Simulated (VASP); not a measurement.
Wanted: the native input for a VASP 6.6.1 run.

```
Task                   : single point
Functional             : r2SCAN
Potentials or basis    : VASP PAW PBE potentials, release 64 (B, N)
Cutoff                 : 520 eV
k mesh                 : 12 × 12 × 6
Occupations            : gaussian, width 0.05 eV
Spin                   : no spin polarisation
Dipole correction      : no
Further INCAR settings : ALGO = Normal; EDIFF = 1e-06; NBANDS = 16
```

Crystal: BN.

```
CELL_PARAMETERS angstrom
2.65610 0.00000 0.00000
-1.32805 2.30025 0.00000
0.00000 0.00000 4.05778
ATOMIC_POSITIONS crystal
B 0.66667 0.33333 0.99972
B 0.33333 0.66667 0.49972
N 0.66667 0.33333 0.62528
N 0.33333 0.66667 0.12528
```

This cell differs from its parent crystal: strain +0.040 along x and y, -0.040 along z.

These files were run (other wordings do the same):

POSCAR

```
BN
1.0
    2.6560971858      0.0000000000      0.0000000000
   -1.3280485929      2.3002476378      0.0000000000
    0.0000000000      0.0000000000      4.0577808000
B N
2 2
Direct
    0.6666666667      0.3333333333      0.9997240000
    0.3333333333      0.6666666667      0.4997240000
    0.6666666667      0.3333333333      0.6252760000
    0.3333333333      0.6666666667      0.1252760000
```

INCAR.step1

```
SYSTEM = BN
PREC = Accurate ; ENCUT = 520
ISMEAR = 0 ; SIGMA = 0.05
LREAL = .FALSE. ; LASPH = .TRUE.
NELM = 100 ; NBANDS = 16
GGA = PE ; ALGO = Normal
EDIFF = 1E-4 ; LWAVE = .TRUE.
LCHARG = .FALSE.
```

INCAR.step2

```
SYSTEM = BN
PREC = Accurate ; ENCUT = 520
EDIFF = 1E-6 ; ISMEAR = 0
SIGMA = 0.05 ; LREAL = .FALSE.
LASPH = .TRUE. ; NELM = 100
ALGO = Normal ; ISIF = 2
LWAVE = .FALSE. ; LCHARG = .FALSE.
METAGGA = R2SCAN ; LMIXTAU = .TRUE.
NBANDS = 16 ; ISTART = 1
```

KPOINTS

```
Automatic mesh
0
G
  12 12 6
  0 0 0
```

Potentials or basis: VASP PAW PBE potentials, release 64 (B, N).

Run with:

```console
$ cat potpaw_PBE.64/B/POTCAR potpaw_PBE.64/N/POTCAR > POTCAR
$ cp INCAR.step1 INCAR
$ mpirun -np 1 vasp_std > vasp.out
$ cp INCAR.step2 INCAR
$ mpirun -np 1 vasp_std > vasp.out
```

Results of the run:

The pressure is -13.6 GPa. The largest force is 0.159 eV/Å and the band gap on the k mesh is 6.02 eV, indirect (least direct gap 7.94 eV).

Caveat: the cell differs from its parent crystal (strain +0.040 along x and y, -0.040 along z); the PAW data sets were made with another functional, which shifts forces and pressure a little.

It took 120 s on 1 thread of Intel Xeon 8259CL (shared host), peak memory 0.15 GiB.
